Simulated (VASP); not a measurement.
# Mg2C in VASP: settings compared

Aim: see how the results for Mg2C move with the level of theory and the settings. Levels: PBE, r2SCAN. Tasks: single point.

All numbers are computed with VASP 6.6.1; they aren't measurements. Logs are shortened: lines on timing, memory, paths and dates and some standing lists are left out, and cuts for length are marked.

**1. The cell of the first run**

It takes space group Fm-3m (No. 225, cubic). The conventional cell has a = 5.291 Å, b = 5.291 Å, c = 5.291 Å, α = 90.00°, β = 90.00°, γ = 90.00°. C (site symmetry m-3m) has 8 Mg at 2.29 Å within 3.0 Å. Within 3.0 Å of Mg (site symmetry -43m) lie 4 C at 2.29 Å and 6 Mg at 2.65 Å.

**2. Single point, PBE (strain -2.4%)**

File INCAR:

```
SYSTEM = Mg2C
PREC = Accurate
ENCUT = 520
EDIFF = 1E-7
ISMEAR = -1
SIGMA = 0.02
LREAL = .FALSE.
LASPH = .TRUE.
NELM = 80
ALGO = Normal
ISIF = 2
LWAVE = .FALSE.
LCHARG = .FALSE.
GGA = PE
NBANDS = 11
```

File KPOINTS:

```
Automatic mesh
0
G
  8 8 8
  0 0 0
```

File POSCAR:

```
Mg2C
1.0
    0.0000000000      2.6453378068      2.6453378068
    2.6453378068      0.0000000000      2.6453378068
    2.6453378068      2.6453378068      0.0000000000
C Mg
1 2
Direct
    0.0000000000      0.0000000000      0.0000000000
    0.2500000000      0.2500000000      0.2500000000
    0.7500000000      0.7500000000      0.7500000000
```

Potentials or basis: VASP PAW PBE potentials, release 64 (C, Mg).

On the command line:

```console
> cat potpaw_PBE.64/C/POTCAR potpaw_PBE.64/Mg/POTCAR > POTCAR
> mpirun -np 1 vasp_std > vasp.out
```

OUTCAR:

```text
SYSTEM = Mg2C
   PREC = Accurate
   ENCUT = 520
   EDIFF = 1E-7
   ISMEAR = -1
   LREAL = .FALSE.
   LASPH = .TRUE.
   NELM = 80
   ISIF = 2
   GGA = PE

 ion  position               nearest neighbor table
   1  0.000  0.000  0.000-   3 2.29   3 2.29   3 2.29   2 2.29   2 2.29   2 2.29   3 2.29   2 2.29

   2  0.250  0.250  0.250-   1 2.29   1 2.29   1 2.29   1 2.29   3 2.65   3 2.65   3 2.65   3 2.65
                             3 2.65   3 2.65
   3  0.750  0.750  0.750-   1 2.29   1 2.29   1 2.29   1 2.29   2 2.65   2 2.65   2 2.65   2 2.65
                             2 2.65   2 2.65

  LATTYP: Found a face centered cubic cell.
 ALAT       =     5.2906756136

  Lattice vectors:

 A1 = (   0.0000000000,   2.6453378068,   2.6453378068)
 A2 = (   2.6453378068,   0.0000000000,   2.6453378068)
 A3 = (   2.6453378068,   2.6453378068,   0.0000000000)

Analysis of symmetry for initial positions (statically):
=====================================================================
 Subroutine PRICEL returns:
 Original cell was already a primitive cell.

 Routine SETGRP: Setting up the symmetry group for a
 face centered cubic supercell.

 Subroutine GETGRP returns: Found 48 space group operations
 (whereof 48 operations were pure point group operations)
 out of a pool of 48 trial point group operations.

The static configuration has the point symmetry O_h .

Analysis of symmetry for dynamics (positions and initial velocities):
=====================================================================
 Subroutine PRICEL returns:
 Original cell was already a primitive cell.

 Routine SETGRP: Setting up the symmetry group for a
 face centered cubic supercell.

 Subroutine GETGRP returns: Found 48 space group operations
 (whereof 48 operations were pure point group operations)
 out of a pool of 48 trial point group operations.

The dynamic configuration has the point symmetry O_h .

 Subroutine INISYM returns: Found 48 space group operations
 (whereof 48 operations are pure point group operations),
 and found     1 'primitive' translations

----------------------------------------------------------------------------------------

                                     Primitive cell

  volume of cell :      37.0232

  direct lattice vectors                    reciprocal lattice vectors
     0.000000000  2.645337807  2.645337807    -0.189011777  0.189011777  0.189011777
     2.645337807  0.000000000  2.645337807     0.189011777 -0.189011777  0.189011777
     2.645337807  2.645337807  0.000000000     0.189011777  0.189011777 -0.189011777

  length of vectors
     3.741072603  3.741072603  3.741072603     0.327378001  0.327378001  0.327378001

  position of ions in fractional coordinates (direct lattice)
     0.000000000  0.000000000  0.000000000
     0.250000000  0.250000000  0.250000000
     0.750000000  0.750000000  0.750000000

  ion indices of the primitive-cell ions
   primitive index   ion index
                 1           1
                 2           2
                 3           3

----------------------------------------------------------------------------------------

 KPOINTS: Automatic mesh

Automatic generation of k-mesh.
 Grid dimensions read from file:
 generate k-points for:    8    8    8

 Generating k-lattice:

  Cartesian coordinates                     Fractional coordinates (reciprocal lattice)
    -0.023626472  0.023626472  0.023626472     0.125000000  0.000000000  0.000000000
     0.023626472 -0.023626472  0.023626472     0.000000000  0.125000000  0.000000000
     0.023626472  0.023626472 -0.023626472     0.000000000  0.000000000  0.125000000

  Length of vectors
     0.040922250  0.040922250  0.040922250

  Shift w.r.t. Gamma in fractional coordinates (k-lattice)
     0.000000000  0.000000000  0.000000000

 Subroutine IBZKPT returns following result:
 ===========================================

 Found     29 irreducible k-points:

 Following reciprocal coordinates:
            Coordinates               Weight
  0.000000  0.000000  0.000000      1.000000
  0.125000  0.000000  0.000000      8.000000
  0.250000  0.000000  0.000000      8.000000
  0.375000  0.000000  0.000000      8.000000
  0.500000  0.000000  0.000000      4.000000
  0.125000  0.125000  0.000000      6.000000
[... 16 lines left out ...]
  0.500000  0.250000  0.125000     48.000000
 -0.375000  0.250000  0.125000     24.000000
 [... further k-points ...]
   k-points           NKPTS =     29   k-points in BZ     NKDIM =     29   number of bands    NBANDS=     11
   number of dos      NEDOS =    301   number of ions     NIONS =      3
   total plane-waves  NPLWV =  21952
   dimension x,y,z NGX =    28 NGY =   28 NGZ =   28
   dimension x,y,z NGXF=    56 NGYF=   56 NGZF=   56
   ions per type =               1   2
   NGX,Y,Z   is equivalent  to a cutoff of  12.44, 12.44, 12.44 a.u.
   NGXF,Y,Z  is equivalent  to a cutoff of  24.89, 24.89, 24.89 a.u.
 SYSTEM =  Mg2C
   PREC   = accura    normal or accurate (medium, high low for compatibility)
   ISTART =      0    job   : 0-new  1-cont  2-samecut
   ICHARG =      2    charge: 1-file 2-atom 10-const
   ISPIN  =      1    spin polarized calculation?
   LNONCOLLINEAR =      F non collinear calculations
   LSORBIT =      F    spin-orbit coupling
   LASPH  =      T    aspherical Exc in radial PAW
   ENCUT  =  520.0 eV  38.22 Ry    6.18 a.u.   6.96  6.96  6.96*2*pi/ulx,y,z
   NELM   =     80;   NELMIN=  2; NELMDL= -5     # of ELM steps
   EDIFF  = 0.1E-06   stopping-criterion for ELM
   LREAL  =      F    real-space projection
   EDIFFG = 0.1E-05   stopping-criterion for IOM
   NSW    =      0    number of steps for IOM
   IBRION =     -1    ionic relax: 0-MD 1-quasi-New 2-CG
   NFREE  =      0    steps in history (QN), initial steepest desc. (CG)
   ISIF   =      2    stress and relaxation
   ISYM   =      2    0-nonsym 1-usesym 2-fastsym
   POTIM  = 0.5000    time-step for ionic-motion
   TEBEG  =    0.0;   TEEND  =   0.0 temperature during run
   PSTRESS=    0.0 pullay stress
   NELECT =       8.0000    total number of electrons
   NUPDOWN=      -1.0000    fix difference up-down
   EMIN   =  10.00;   EMAX   =-10.00  energy-range for DOS
   EFERMI =   0.00;   METHOD = LEGACY
   ISMEAR =    -1;   SIGMA  =   0.02  broadening in eV -4-tet -1-fermi 0-gaus
   EFERMI_NEDOS =   21; number of points for ismear=-14 and -15
   IALGO  =     38    algorithm
   IMIX   =      4    mixing-type and parameters
     AMIX     =   0.40;   BMIX     =  1.00
     AMIX_MAG =   1.60;   BMIX_MAG =  1.00
  volume/ion in A,a.u.               =      12.34        83.28
  Fermi-wavevector in a.u.,A,eV,Ry     =   0.982382  1.856433 13.130632  0.965074
  Thomas-Fermi vector in A             =   2.113460
   LORBIT       =      0    0 simple, 1 ext, 2 COOP (PROOUT), +10 PAW based schemes
   GGA     = PE    functional components
   LHFCALC =     F    Hartree Fock is set to
   AEXX    =    0.0000 exact exchange contribution
   IVDW    =     0    specifies the selected vdW correction
   LEPSILON=     F    determine dielectric tensor
   LRPA    =     F    only Hartree local field effects (RPA)
 non-spin polarized calculation
  energy-cutoff  :      520.00
  volume of cell :       37.02
 maximum number of plane-waves:      1012
   NGX = 13   NGY = 13   NGZ = 13

 number of electron       7.9999999 magnetization

 Free energy of the ion-electron system (eV)
  ---------------------------------------------------
  ext. energy  EPLUGINS =         0.00000000
  ---------------------------------------------------
  free energy    TOTEN  =       -11.37890252 eV

  energy without entropy =      -11.37890252  energy(sigma->0) =      -11.37890252

 E-fermi :   4.5677     XC(G=0): -10.2213

 val. band max:        4.1872779246   @ k =   0.0000   0.0000   0.0000
 cond. band min:       4.9268501734   @ k =   0.5000   0.5000   0.0000
 fundamental gap:      0.7395722487
 Fermi energy:         4.5677360676

 k-point     1 :       0.0000    0.0000    0.0000
  band No.  band energies     occupation
      1      -6.8011      2.00000
      2       4.1873      2.00000
      3       4.1873      2.00000
      4       4.1873      2.00000
      5       6.1655      0.00000
      6      11.2762      0.00000
      7      11.2762      0.00000
      8      11.2762      0.00000
      9      14.1841      0.00000
     10      14.1841      0.00000
     11      15.3811      0.00000

 k-point     2 :       0.1250    0.0000    0.0000
  band No.  band energies     occupation
      1      -6.6234      2.00000
      2       3.0624      2.00000
      3       4.1164      2.00000
      4       4.1164      2.00000
      5       7.0241      0.00000
      6      11.1542      0.00000
      7      11.4403      0.00000
      8      11.4403      0.00000
      9      13.1635      0.00000
     10      13.1635      0.00000
     11      15.0497      0.00000

 k-point     3 :       0.2500    0.0000    0.0000
  band No.  band energies     occupation
      1      -6.1281      2.00000
      2       1.3567      2.00000
      3       3.9620      2.00000
      4       3.9620      2.00000
      5       7.8589      0.00000
      6      10.9133      0.00000
      7      11.0157      0.00000
      8      11.0157      0.00000
      9      13.4636      0.00000
     10      13.4636      0.00000
     11      14.9212      0.00000

 k-point     4 :       0.3750    0.0000    0.0000
  band No.  band energies     occupation
      1      -5.4764      2.00000
      2      -0.1016      2.00000
      3       3.8265      2.00000
      4       3.8265      2.00000
      5       8.1474      0.00000
      6      10.3424      0.00000
      7      10.3424      0.00000
      8      10.5691      0.00000
      9      15.0397      0.00000
     10      15.0397      0.00000
     11      15.7191      0.00000

 k-point     5 :       0.5000    0.0000    0.0000
  band No.  band energies     occupation
      1      -5.1169      2.00000
      2      -0.7404      2.00000
      3       3.7750      2.00000
      4       3.7750      2.00000
      5       8.2032      0.00000
      6      10.0921      0.00000
      7      10.0921      0.00000
      8      10.3806      0.00000
      9      16.3914      0.00000
     10      16.3914      0.00000
     11      16.4100      0.00000
[... 211 lines left out ...]
 k-point    21 :       0.5000    0.5000    0.0000
  band No.  band energies     occupation
      1      -4.5848      2.00000
      2       0.0318      2.00000
      3       2.6300      2.00000
      4       2.6300      2.00000
      5       4.9269      0.00000
      6       8.7464      0.00000
      7      13.9368      0.00000
      8      14.1513      0.00000
      9      14.1513      0.00000
     10      18.0901      0.00000
     11      18.9954      0.00000

 k-point    22 :       0.3750    0.2500    0.1250
  band No.  band energies     occupation
      1      -5.7234      2.00000
      2       1.1305      2.00000
      3       2.8296      2.00000
      4       3.6323      2.00000
      5       7.9604      0.00000
      6      10.2457      0.00000
      7      10.5405      0.00000
      8      12.0289      0.00000
      9      12.7954      0.00000
     10      15.8049      0.00000
     11      17.4762      0.00000

 k-point    23 :       0.5000    0.2500    0.1250
  band No.  band energies     occupation
      1      -5.1513      2.00000
      2       0.2539      2.00000
      3       2.3248      2.00000
      4       3.3156      2.00000
      5       7.9752      0.00000
      6       9.7765      0.00000
      7      11.2916      0.00000
      8      11.7932      0.00000
      9      13.7357      0.00000
     10      16.1215      0.00000
     11      17.9371      0.00000

 k-point    24 :      -0.3750    0.2500    0.1250
  band No.  band energies     occupation
      1      -4.8521      2.00000
      2      -0.1935      2.00000
      3       2.2009      2.00000
      4       3.1397      2.00000
      5       7.9816      0.00000
      6       9.5266      0.00000
      7      11.6607      0.00000
      8      11.9857      0.00000
      9      14.4787      0.00000
     10      15.3247      0.00000
     11      18.3399      0.00000

 [... further k-points ...]
[... 5 lines left out ...]
  --------------------------------------------------------------------------------------
  -------------------------------------------------------------------------------------
  Total        2.3707106      2.3707106      2.3707106     -0.0000000      0.0000000      0.0000000
  in kB      102.5925236    102.5925236    102.5925236     -0.0000000      0.0000000      0.0000000
  external PRESSURE =     102.5925236 kB  Pullay stress =       0.0000000 kB

 VOLUME and BASIS-vectors are now :
 -----------------------------------------------------------------------------
  energy-cutoff  :      520.00
  volume of cell :       37.02
      direct lattice vectors                 reciprocal lattice vectors
     0.000000000  2.645337807  2.645337807    -0.189011777  0.189011777  0.189011777
     2.645337807  0.000000000  2.645337807     0.189011777 -0.189011777  0.189011777
     2.645337807  2.645337807  0.000000000     0.189011777  0.189011777 -0.189011777

 POSITION                                       TOTAL-FORCE (eV/Angst)
 -----------------------------------------------------------------------------------
      0.00000      0.00000      0.00000         0.000000     -0.000000      0.000000
      1.32267      1.32267      1.32267        -0.000000      0.000000      0.000000
      3.96801      3.96801      3.96801        -0.000000     -0.000000     -0.000000
 -----------------------------------------------------------------------------------
    total drift:                               -0.000000     -0.000000      0.000000

  FREE ENERGIE OF THE ION-ELECTRON SYSTEM (eV)
  ---------------------------------------------------
  free  energy   TOTEN  =       -11.3789025166 eV

  energy  without entropy=      -11.3789025164  energy(sigma->0) =      -11.37890252
```

It took 9.3 s on 1 thread of Intel Xeon Platinum 8375C at 2.90GHz (Ice Lake), shared host; peak memory 0.15 GiB.

What came out:

```yaml
Free_energy: -11.3789 eV
Pressure: 10.3 GPa
Band_gap_on_the_k_mesh: 0.74 eV, indirect (least direct gap 1.98 eV)
```

Levels at points of the mesh, in eV from the valence-band top:
| k point | band 1 | band 2 | band 3 | band 4 | band 5 | band 6 | band 7 | band 8 | band 9 |
| --- | --- | --- | --- | --- | --- | --- | --- | --- | --- |
| (0.00, 0.00, 0.00) | -10.99 | 0.00 | 0.00 | 0.00 | 1.98 | 7.09 | 7.09 | 7.09 | 10.00 |
| (0.50, 0.00, 0.00) | -9.30 | -4.93 | -0.41 | -0.41 | 4.02 | 5.90 | 5.90 | 6.19 | 12.20 |
| (0.50, 0.50, 0.00) | -8.77 | -4.16 | -1.56 | -1.56 | 0.74 | 4.56 | 9.75 | 9.96 | 9.96 |

Caveat: the cell differs from its parent crystal (strain -2.4%). A k mesh can miss the band edges.

**3. Single point, r2SCAN (strain -2.4%)**

POSCAR is that of step 2.

File INCAR.step1:

```
ALGO = Normal
EDIFF = 1E-4
ENCUT = 520
GGA = PE
ISMEAR = 0
LASPH = T
LCHARG = F
LREAL = F
LWAVE = T
NBANDS = 11
NELM = 80
PREC = Accurate
SIGMA = 0.01
```

File INCAR.step2:

```
ALGO = Normal
EDIFF = 1E-6
ENCUT = 520
ISIF = 2
ISMEAR = 0
ISTART = 1
LASPH = T
LCHARG = F
LMIXTAU = T
LREAL = F
LWAVE = F
METAGGA = R2SCAN
NBANDS = 11
NELM = 80
PREC = Accurate
SIGMA = 0.01
```

File KPOINTS:

```
k-points
0
Gamma
  8 8 8
```

Potentials or basis: VASP PAW PBE potentials, release 64 (C, Mg).

On the command line:

```console
> cat potpaw_PBE.64/C/POTCAR potpaw_PBE.64/Mg/POTCAR > POTCAR
> cp INCAR.step1 INCAR
> mpirun -np 1 vasp_std > vasp.out
> cp INCAR.step2 INCAR
> mpirun -np 1 vasp_std > vasp.out
```

Wall time 42 s (1 thread of Intel Xeon Platinum 8375C at 2.90GHz (Ice Lake), shared host); peak memory 0.16 GiB.

The run converged. Its results:

| Quantity | Value |
| --- | --- |
| Free energy | -17.7446 eV |
| Pressure | 8.0 GPa |
| Band gap on the k mesh | 1.12 eV, indirect (least direct gap 2.47 eV) |

Levels at points of the mesh, in eV from the valence-band top:
```csv
k point,band 1,band 2,band 3,band 4,band 5,band 6,band 7,band 8
"(0.00, 0.00, 0.00)",-11.58,0.00,0.00,0.00,2.47,7.72,7.72,7.72
"(0.50, 0.00, 0.00)",-9.91,-4.99,-0.42,-0.42,4.62,6.42,6.42,6.94
"(0.50, 0.50, 0.00)",-9.39,-4.20,-1.60,-1.60,1.12,5.22,10.74,10.87
```

Caveat: the cell differs from its parent crystal (strain -2.4%); the PAW data sets were made with another functional, which shifts forces and pressure a little.

**4. Single point, PBE (shear xy strain -2.2%)**

Edit INCAR of step 2 so:

```diff
@@ -3,3 +3,3 @@
 ENCUT = 520
-EDIFF = 1E-7
+EDIFF = 1E-6
 ISMEAR = -1
```

File KPOINTS:

```
regular mesh
0
G
  8 8 8
  0 0 0
```

File POSCAR:

```
Mg2C
1.0
   -0.0300914631      2.7109426181      2.7109426181
    2.7109426181     -0.0300914631      2.7109426181
    2.6808511551      2.6808511551      0.0000000000
C Mg
1 2
Direct
    0.0000000000      0.0000000000      0.0000000000
    0.2496265951      0.2496265951      0.2503734049
    0.7503734049      0.7503734049      0.7496265951
```

On the command line:

```console
> cat potpaw_PBE.64/C/POTCAR potpaw_PBE.64/Mg/POTCAR > POTCAR
> mpirun -np 1 vasp_std > vasp.out
```

Run time: 25 s. Hardware: 1 thread of Intel Xeon Platinum 8375C at 2.90GHz (Ice Lake), shared host; peak memory 0.19 GiB.

The run converged. Its results:

| Property | Result |
| --- | --- |
| Free energy | -11.4776 eV |
| Pressure | 1.9 GPa |
| Largest force | 0.007 eV/Å |
| Band gap on the k mesh | 0.68 eV, indirect (least direct gap 1.44 eV) |

Forces on the atoms (eV/Å):
```
C    0.000  0.000  0.000
Mg   0.000  0.000  0.007
Mg   0.000  0.000 -0.007
```

Stress tensor (GPa, compression positive):
```
1.86 1.30 0.00
1.30 1.86 0.00
0.00 0.00 1.84
```

Levels at points of the mesh, in eV from the valence-band top:
```
           k point  band 2  band 3  band 4  band 5  band 6  band 7
(0.00, 0.00, 0.00)   -0.09   -0.05    0.00    1.44    6.36    6.58
(0.50, 0.00, 0.00)   -4.82   -0.45   -0.42    3.47    5.60    5.74
(0.50, 0.50, 0.00)   -4.09   -1.68   -1.47    0.68    4.10    8.96
(0.00, 0.00, 0.50)   -4.76   -0.51   -0.49    3.34    5.43    5.57
(0.50, 0.00, 0.50)   -4.09   -1.57   -1.57    0.69    4.08    8.91
```

Caveat: the cell differs from its parent crystal (shear xy strain -2.2%). A k mesh can miss the band edges.

**5. Summary**

| level | cell | smearing | gap on the mesh (eV) | pressure (GPa) |
| --- | --- | --- | --- | --- |
| PBE | a = 3.741 Å, angles 60.0°, 3 atoms | fermi-dirac 0.02 eV | 0.74 | 10.3 |
| r2SCAN | a = 3.741 Å, angles 60.0°, 3 atoms | gaussian 0.01 eV | 1.12 | 8.0 |
| PBE | a = 3.834, b = 3.834, c = 3.791 Å, angles 60.4, 60.4, 60.7°, 3 atoms | fermi-dirac 0.02 eV | 0.68 | 1.9 |

Alike in all rows: task single point; potentials or basis VASP PAW PBE potentials, release 64 (C, Mg); no spin polarisation; k mesh 8 × 8 × 8; cutoff (eV) 520.

Caveats: the PAW data sets were made with another functional, which shifts forces and pressure a little (some runs).

Absolute energies hang on the potentials; compare differences alone.
